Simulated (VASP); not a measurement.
As: single point with PBE

As:

```
As
1.0
     3.34297    0.00000    0.00000
     0.00000    3.32477    0.00000
     0.00000    0.00000    4.12515
As
2
Cartesian
  0.0000 0.0000 2.6620
  1.6715 1.6624 1.4632
```

The cell was generated, and may not be a known phase.

```json
{
 "Program": "VASP 6.6.1",
 "Task": "single point",
 "Functional": "PBE",
 "Potentials or basis": "VASP PAW PBE potentials, release 64 (As)",
 "Cutoff": "520 eV",
 "k mesh": "20 × 12 × 16",
 "Occupations": "gaussian, width 0.1 eV",
 "Spin": "no spin polarisation",
 "Dipole correction": "no",
 "Further INCAR settings": "ALGO = Normal; EDIFF = 1e-06; NBANDS = 12"
}
```

| Quantity | Value |
| --- | --- |
| Pressure | 0.2 GPa |
| Largest force | 0.031 eV/Å |
| Band gap on the k mesh | zero (bands 5 and 6 overlap by 3.63 eV) |

Forces on the atoms (eV/Å):
```
As   0.000  0.000  0.031
As   0.000  0.000 -0.031
```

Stress tensor (GPa, compression positive):
```
0.19 0.00 0.00
0.00 0.21 0.00
0.00 0.00 0.12
```

Levels at points of the mesh, in eV from the Fermi level:
```csv
k point,band 3,band 4,band 5,band 6,band 7,band 8
"(0.00, 0.00, 0.00)",-1.91,-1.57,-1.46,0.69,4.67,5.90
"(0.50, 0.00, 0.00)",-1.94,-1.94,1.57,1.57,2.03,2.03
"(0.00, 0.50, 0.00)",-1.94,-1.94,1.50,1.50,2.01,2.01
"(0.50, 0.50, 0.00)",-5.80,-5.80,0.67,0.67,3.20,3.20
"(0.00, 0.00, 0.50)",-1.19,-1.08,-0.65,1.40,4.49,4.56
"(0.50, 0.00, 0.50)",-4.18,-4.18,1.79,1.79,4.30,4.30
"(0.00, 0.50, 0.50)",-4.17,-4.17,1.72,1.72,4.21,4.21
"(0.50, 0.50, 0.50)",-5.33,-5.33,-1.18,-1.18,0.59,0.59
```

Wall time 91 s on 1 thread of Intel(R) Xeon(R) 6975P-C (Granite Rapids) (shared host), peak memory 0.42 GiB.

Caveat: this functional lacks dispersion, which binds layers or chains, so the pressure and a relaxed spacing across them are unreliable.
